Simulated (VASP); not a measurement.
# Hf3B6F in VASP: a series of runs

Hf3B6F is run at these levels: PBEsol; tasks: single point.

Everything below comes from runs of VASP 6.6.1. Logs are shortened: lines on timing, memory, paths and dates and some standing lists are left out, and cuts for length are marked.

## 1. The cell of the first run

The cell holds a slab with vacuum, 10 atoms: a = 3.127 Å, b = 3.447 Å, c = 26.222 Å, α = 90.00°, β = 90.00°, γ = 90.00°.

## 2. Single point, PBEsol

Input file INCAR:

```
SYSTEM = Hf3B6F
PREC = Accurate ; ENCUT = 520
EDIFF = 1E-7 ; ISMEAR = 0
SIGMA = 0.1 ; LREAL = .False.
LASPH = .True. ; NELM = 80
ALGO = Normal ; ISIF = 2
LWAVE = .False. ; LCHARG = .False.
LDIPOL = .True. ; IDIPOL = 3
DIPOL = 0.5 0.5 0.480 ; GGA = PS
NBANDS = 38
```

Input file KPOINTS:

```
regular mesh
0
Gamma
  9 8 1
  0 0 0
```

Input file POSCAR:

```
Hf3B6F
1.0
    3.1274219977      0.0000000000      0.0000000000
    0.0000000000      3.4471418842      0.0000000000
    0.0000000000      0.0000000000     26.2224717289
B Hf F
6 3 1
Direct
    0.0000000000      0.5000000000      0.3241494580
    0.0000000000      0.5000000000      0.3930071139
    0.5000000000      0.5000000000      0.4274359417
    0.5000000000      0.4989630513      0.4966749569
    0.0000000000      0.4965228567      0.5311650791
    0.0000000000      0.4469698664      0.5964903890
    0.5000000000      0.0000000000      0.3585782860
    0.0000000000     -0.0042459126      0.4631856874
    0.5000000000     -0.0284567913      0.5692189818
    0.5000000000      0.6787353501      0.6399554770
```

Potentials or basis: VASP PAW PBE potentials, release 64 (B, Hf_pv, F).

On the command line:

```sh
> cat potpaw_PBE.64/B/POTCAR potpaw_PBE.64/Hf_pv/POTCAR potpaw_PBE.64/F/POTCAR > POTCAR
> mpirun -np 1 vasp_std > vasp.out
```

OUTCAR:

```text
SYSTEM = Hf3B6F
   PREC = Accurate
   ENCUT = 520
   EDIFF = 1E-7
   ISMEAR = 0
   LREAL = .False.
   LASPH = .True.
   NELM = 80
   ISIF = 2
   GGA = PS

 ion  position               nearest neighbor table
   1  0.000  0.500  0.324-   2 1.81   7 2.50   7 2.50   7 2.50   7 2.50
   2  0.000  0.500  0.393-   3 1.81   3 1.81   1 1.81   7 2.50   7 2.50   7 2.50   7 2.50   8 2.51
                             8 2.53
   3  0.500  0.500  0.427-   2 1.81   2 1.81   4 1.82   7 2.50   7 2.50   8 2.50   8 2.50   8 2.52
                             8 2.52
   4  0.500  0.499  0.497-   5 1.81   5 1.81   3 1.82   8 2.48   8 2.48   8 2.50   8 2.50   9 2.50
                             9 2.63
   5  0.000  0.497  0.531-   6 1.72   4 1.81   4 1.81   9 2.47   9 2.47   8 2.48   8 2.48   9 2.59
                             9 2.59
   6  0.000  0.447  0.596-   5 1.72   9 2.38   9 2.38   9 2.50   9 2.50
   7  0.500  0.000  0.359-   3 2.50   3 2.50   2 2.50   2 2.50   2 2.50   2 2.50   1 2.50   1 2.50
                             1 2.50   1 2.50   8 3.16   8 3.16
   8  0.000  0.996  0.463-   5 2.48   4 2.48   4 2.48   5 2.48   4 2.50   4 2.50   3 2.50   3 2.50
                             2 2.51   3 2.52   3 2.52   2 2.53   7 3.16   7 3.16   9 3.19   9 3.19
   9  0.500  0.972  0.569-  10 2.11   6 2.38   6 2.38   5 2.47   5 2.47   6 2.50   6 2.50   4 2.50
                             5 2.59   5 2.59   4 2.63   8 3.19   8 3.19
  10  0.500  0.679  0.640-   9 2.11

  LATTYP: Found a simple orthorhombic cell.
 ALAT       =     3.1274219977
 B/A-ratio  =     1.1022311305
 C/A-ratio  =     8.3846924874

  Lattice vectors:

 A1 = (   3.1274219977,   0.0000000000,   0.0000000000)
 A2 = (   0.0000000000,   3.4471418842,   0.0000000000)
 A3 = (   0.0000000000,   0.0000000000,  26.2224717289)

Analysis of symmetry for initial positions (statically):
=====================================================================
 Subroutine PRICEL returns:
 Original cell was already a primitive cell.

 Routine SETGRP: Setting up the symmetry group for a
 simple orthorhombic supercell.

 Subroutine GETGRP returns: Found  2 space group operations
 (whereof  2 operations were pure point group operations)
 out of a pool of  8 trial point group operations.

The static configuration has the point symmetry C_1h.

Analysis of symmetry for dynamics (positions and initial velocities):
=====================================================================
 Subroutine PRICEL returns:
 Original cell was already a primitive cell.

 Routine SETGRP: Setting up the symmetry group for a
 simple orthorhombic supercell.

 Subroutine GETGRP returns: Found  2 space group operations
 (whereof  2 operations were pure point group operations)
 out of a pool of  8 trial point group operations.

The dynamic configuration has the point symmetry C_1h.

 Subroutine INISYM returns: Found  2 space group operations
 (whereof  2 operations are pure point group operations),
 and found     1 'primitive' translations

----------------------------------------------------------------------------------------

                                     Primitive cell

  volume of cell :     282.6957

  direct lattice vectors                    reciprocal lattice vectors
     3.127421998  0.000000000  0.000000000     0.319752180  0.000000000  0.000000000
     0.000000000  3.447141884  0.000000000     0.000000000  0.290095399  0.000000000
     0.000000000  0.000000000 26.222471729     0.000000000  0.000000000  0.038135230

  length of vectors
     3.127421998  3.447141884 26.222471729     0.319752180  0.290095399  0.038135230

  position of ions in fractional coordinates (direct lattice)
     0.000000000  0.500000000  0.324149458
     0.000000000  0.500000000  0.393007114
     0.500000000  0.500000000  0.427435942
     0.500000000  0.498963051  0.496674957
     0.000000000  0.496522857  0.531165079
     0.000000000  0.446969866  0.596490389
     0.500000000  0.000000000  0.358578286
     0.000000000  0.995754087  0.463185687
     0.500000000  0.971543209  0.569218982
     0.500000000  0.678735350  0.639955477

  ion indices of the primitive-cell ions
   primitive index   ion index
                 1           1
                 2           2
                 3           3
                 4           4
                 5           5
                 6           6
                 7           7
                 8           8
                 9           9
                10          10

----------------------------------------------------------------------------------------

 KPOINTS: regular mesh

Automatic generation of k-mesh.
 Grid dimensions read from file:
 generate k-points for:    9    8    1

 Generating k-lattice:

  Cartesian coordinates                     Fractional coordinates (reciprocal lattice)
     0.035528020  0.000000000  0.000000000     0.111111111  0.000000000  0.000000000
     0.000000000  0.036261925  0.000000000     0.000000000  0.125000000  0.000000000
     0.000000000  0.000000000  0.038135230     0.000000000  0.000000000  1.000000000

  Length of vectors
     0.035528020  0.036261925  0.038135230

  Shift w.r.t. Gamma in fractional coordinates (k-lattice)
     0.000000000  0.000000000  0.000000000

 Subroutine IBZKPT returns following result:
 ===========================================

 Found     25 irreducible k-points:

 Following reciprocal coordinates:
            Coordinates               Weight
  0.000000  0.000000  0.000000      1.000000
  0.111111  0.000000  0.000000      2.000000
  0.222222  0.000000  0.000000      2.000000
  0.333333  0.000000  0.000000      2.000000
  0.444444  0.000000  0.000000      2.000000
  0.000000  0.125000  0.000000      2.000000
[... 16 lines left out ...]
  0.222222  0.500000  0.000000      2.000000
  0.333333  0.500000  0.000000      2.000000
   k-points           NKPTS =     25   k-points in BZ     NKDIM =     25   number of bands    NBANDS=     38
   number of dos      NEDOS =    301   number of ions     NIONS =     10
   total plane-waves  NPLWV = 131712
   dimension x,y,z NGX =    24 NGY =   28 NGZ =  196
   dimension x,y,z NGXF=    48 NGYF=   56 NGZF=  392
   ions per type =               6   3   1
   NGX,Y,Z   is equivalent  to a cutoff of  12.76, 13.50, 12.43 a.u.
   NGXF,Y,Z  is equivalent  to a cutoff of  25.52, 27.01, 24.85 a.u.
 SYSTEM =  Hf3B6F
   PREC   = accura    normal or accurate (medium, high low for compatibility)
   ISTART =      0    job   : 0-new  1-cont  2-samecut
   ICHARG =      2    charge: 1-file 2-atom 10-const
   ISPIN  =      1    spin polarized calculation?
   LNONCOLLINEAR =      F non collinear calculations
   LSORBIT =      F    spin-orbit coupling
   LASPH  =      T    aspherical Exc in radial PAW
   ENCUT  =  520.0 eV  38.22 Ry    6.18 a.u.   5.81  6.41 48.76*2*pi/ulx,y,z
   NELM   =     80;   NELMIN=  2; NELMDL= -5     # of ELM steps
   EDIFF  = 0.1E-06   stopping-criterion for ELM
   LREAL  =      F    real-space projection
   EDIFFG = 0.1E-05   stopping-criterion for IOM
   NSW    =      0    number of steps for IOM
   IBRION =     -1    ionic relax: 0-MD 1-quasi-New 2-CG
   NFREE  =      0    steps in history (QN), initial steepest desc. (CG)
   ISIF   =      2    stress and relaxation
   ISYM   =      2    0-nonsym 1-usesym 2-fastsym
   POTIM  = 0.5000    time-step for ionic-motion
   TEBEG  =    0.0;   TEEND  =   0.0 temperature during run
   PSTRESS=    0.0 pullay stress
   NELECT =      55.0000    total number of electrons
   NUPDOWN=      -1.0000    fix difference up-down
   EMIN   =  10.00;   EMAX   =-10.00  energy-range for DOS
   EFERMI =   0.00;   METHOD = LEGACY
   ISMEAR =     0;   SIGMA  =   0.10  broadening in eV -4-tet -1-fermi 0-gaus
   EFERMI_NEDOS =   21; number of points for ismear=-14 and -15
   IALGO  =     38    algorithm
   IMIX   =      4    mixing-type and parameters
     AMIX     =   0.40;   BMIX     =  1.00
     AMIX_MAG =   1.60;   BMIX_MAG =  1.00
  volume/ion in A,a.u.               =      28.27       190.77
  Fermi-wavevector in a.u.,A,eV,Ry     =   0.948614  1.792620 12.243442  0.899868
  Thomas-Fermi vector in A             =   2.076819
   LORBIT       =      0    0 simple, 1 ext, 2 COOP (PROOUT), +10 PAW based schemes
   GGA     = PS    functional components
   LHFCALC =     F    Hartree Fock is set to
   AEXX    =    0.0000 exact exchange contribution
   IVDW    =     0    specifies the selected vdW correction
   LEPSILON=     F    determine dielectric tensor
   LRPA    =     F    only Hartree local field effects (RPA)
 non-spin polarized calculation
 Gauss-broadening in eV      SIGMA  =   0.10
  energy-cutoff  :      520.00
  volume of cell :      282.70
 maximum number of plane-waves:      7651
 NGX is ok and might be reduce to    24
   NGX = 11   NGY = 13   NGZ = 97

 dipolmoment           0.000000      0.000000     -0.024421 electrons x Angstroem

 number of electron      54.9999993 magnetization

 dipolmoment           0.000000      0.000000      0.050142 electrons x Angstroem

 Free energy of the ion-electron system (eV)
  ---------------------------------------------------
  ext. energy  EPLUGINS =         0.00000000
  ---------------------------------------------------
  free energy    TOTEN  =       -81.50007408 eV

  energy without entropy =      -81.48136499  energy(sigma->0) =      -81.49071953

 E-fermi :  -1.5197     XC(G=0):  -5.0310

 val. band max:       -1.5221875222   @ k =   0.4444   0.3750   0.0000
 cond. band min:      -1.5038937672   @ k =   0.4444   0.5000   0.0000
 fundamental gap:      0.0182937551
 Fermi energy:        -1.5197431185

 k-point     1 :       0.0000    0.0000    0.0000
  band No.  band energies     occupation
      1     -31.9925      2.00000
      2     -31.7977      2.00000
      3     -31.7046      2.00000
      4     -31.6230      2.00000
      5     -31.5628      2.00000
      6     -31.4542      2.00000
[... 30 lines left out ...]
     37       2.7015      0.00000
     38       2.9262      0.00000

 k-point     2 :       0.1111    0.0000    0.0000
  band No.  band energies     occupation
      1     -31.9745      2.00000
      2     -31.7957      2.00000
      3     -31.6954      2.00000
      4     -31.6193      2.00000
      5     -31.5560      2.00000
      6     -31.4837      2.00000
[... 30 lines left out ...]
     37       3.2120      0.00000
     38       3.3346      0.00000

 k-point     3 :       0.2222    0.0000    0.0000
  band No.  band energies     occupation
      1     -31.9300      2.00000
      2     -31.8087      2.00000
      3     -31.6744      2.00000
      4     -31.6420      2.00000
      5     -31.6016      2.00000
      6     -31.5737      2.00000
[... 30 lines left out ...]
     37       3.2937      0.00000
     38       3.6149      0.00000

 k-point     4 :       0.3333    0.0000    0.0000
  band No.  band energies     occupation
      1     -31.9132      2.00000
      2     -31.8835      2.00000
      3     -31.7603      2.00000
      4     -31.7596      2.00000
      5     -31.6418      2.00000
      6     -31.6190      2.00000
[... 30 lines left out ...]
     37       2.9620      0.00000
     38       3.4063      0.00000
[... 703 lines left out ...]
      4     -31.8118      2.00000
      5     -31.7029      2.00000
      6     -31.4600      2.00000
[... 30 lines left out ...]
     37       2.9694      0.00000
     38       3.3410      0.00000

 k-point    23 :       0.2222    0.5000    0.0000
  band No.  band energies     occupation
      1     -31.9875      2.00000
      2     -31.9342      2.00000
      3     -31.8313      2.00000
      4     -31.7888      2.00000
      5     -31.7276      2.00000
      6     -31.5774      2.00000
[... 30 lines left out ...]
     37       3.3569      0.00000
     38       4.1168      0.00000

 k-point    24 :       0.3333    0.5000    0.0000
  band No.  band energies     occupation
      1     -31.9523      2.00000
      2     -31.9029      2.00000
      3     -31.8401      2.00000
      4     -31.8123      2.00000
      5     -31.7622      2.00000
      6     -31.7194      2.00000
[... 30 lines left out ...]
     37       3.7618      0.00000
     38       4.7110      0.00000

 [... further k-points ...]

------------------------ aborting loop because EDIFF is reached ----------------------------------------

 vacuum level on the upper side and lower side of the slab       (xc-potential included)         0.327        -0.491

  FORCE on cell =-STRESS in cart. coord.  units (eV):
  Direction    XX          YY          ZZ          XY          YZ          ZX
  --------------------------------------------------------------------------------------
  -------------------------------------------------------------------------------------
  Total       -3.0829173     -3.0886242     -1.3136366      0.0000000      0.0854750      0.0000000
  in kB      -17.4724251    -17.5047690     -7.4450315      0.0000000      0.4844295      0.0000000
  external PRESSURE =     -14.1407419 kB  Pullay stress =       0.0000000 kB

 VOLUME and BASIS-vectors are now :
 -----------------------------------------------------------------------------
  energy-cutoff  :      520.00
  volume of cell :      282.70
      direct lattice vectors                 reciprocal lattice vectors
     3.127421998  0.000000000  0.000000000     0.319752180  0.000000000  0.000000000
     0.000000000  3.447141884  0.000000000     0.000000000  0.290095399  0.000000000
     0.000000000  0.000000000 26.222471729     0.000000000  0.000000000  0.038135230

 POSITION                                       TOTAL-FORCE (eV/Angst)
 -----------------------------------------------------------------------------------
      0.00000      1.72357      8.50000         0.000000     -0.072376      1.560368
      0.00000      1.72357     10.30562         0.000000      0.037679     -0.095142
      1.56371      1.72357     11.20843         0.000000     -0.053265      0.247795
      1.56371      1.72000     13.02405         0.000000     -0.003063      0.010173
      0.00000      1.71158     13.92846         0.000000     -0.000003     -0.008540
      0.00000      1.54077     15.64145         0.000000      0.007806      0.029647
      1.56371      0.00000      9.40281         0.000000      0.083823     -1.708456
      0.00000      3.43251     12.14587         0.000000      0.002011     -0.001963
      1.56371      3.34905     14.92633         0.000000     -0.032140      0.061014
      1.56371      2.33970     16.78121         0.000000      0.029527     -0.094896
 -----------------------------------------------------------------------------------
    total drift:                                0.000000      0.000099     -0.000849

  FREE ENERGIE OF THE ION-ELECTRON SYSTEM (eV)
  ---------------------------------------------------
  free  energy   TOTEN  =       -81.5000740820 eV

  energy  without entropy=      -81.4813649870  energy(sigma->0) =      -81.49071953

 vacuum level on the upper side and lower side of the slab         4.805         3.969
```

Run time: 8.1 min. Hardware: 1 thread of AMD EPYC 9R45 (Zen 5), shared host; peak memory 0.45 GiB.

What came out:

* Free energy: -81.5001 eV
* Largest force: 1.711 eV/Å
* Band gap on the k mesh: zero (an odd number of electrons rules out a gap without spin polarisation)

Forces on the atoms (eV/Å):
```
B    0.000 -0.072  1.560
B    0.000  0.038 -0.095
B    0.000 -0.053  0.248
B    0.000 -0.003  0.010
B    0.000  0.000 -0.009
B    0.000  0.008  0.030
Hf   0.000  0.084 -1.708
Hf   0.000  0.002 -0.002
Hf   0.000 -0.032  0.061
F    0.000  0.030 -0.095
```

Caveat: the PAW data sets were made with another functional, which shifts forces and pressure a little; spin-orbit coupling is left out, which moves the levels of the heavy elements; an odd number of electrons without spin polarisation forces a metal; a magnetic or distorted state may lie lower.

(Continued in part 2 of 2.)

The gap in the log of VASP goes by the Fermi energy; the results here count the filled bands.